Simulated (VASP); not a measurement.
A run of VASP 6.6.1:

The input INCAR:

```
SYSTEM = Ni
ALGO = Normal
EDIFF = 1E-6
ENCUT = 690
GGA = CA
GGA_COMPAT = .FALSE.
ISIF = 2
ISMEAR = -1
ISPIN = 2
LASPH = .TRUE.
LCHARG = .FALSE.
LMAXMIX = 4
LORBIT = 11
LREAL = .FALSE.
LWAVE = .FALSE.
MAGMOM = 2
NBANDS = 19
NELM = 200
PREC = Accurate
SIGMA = 0.15
```

Contents of KPOINTS:

```
k-points
0
G
  14 14 14
  0 0 0
```

POSCAR

```
Ni
1.0
   -1.4369915877      1.4369915877      1.4369915877
    1.4369915877     -1.4369915877      1.4369915877
    1.4369915877      1.4369915877     -1.4369915877
Ni
1
Direct
    0.0000000000      0.0000000000      0.0000000000
```

Potentials or basis: VASP PAW LDA potentials, release 64 (Ni_sv_GW).

Run with:

```console
$ cat potpaw_LDA.64/Ni_sv_GW/POTCAR > POTCAR
$ mpirun -np 1 vasp_std > vasp.out
```

Hardware: 1 thread of AMD EPYC 7R43 64-Core Processor (Zen 3) (shared host).

Task: Estimate the wall time of this run.

Result: It took 100 s on 1 thread of AMD EPYC 7R43 64-Core Processor (Zen 3), on a shared host, peak memory 0.15 GiB. Counts: scf iterations 13, k points 104.
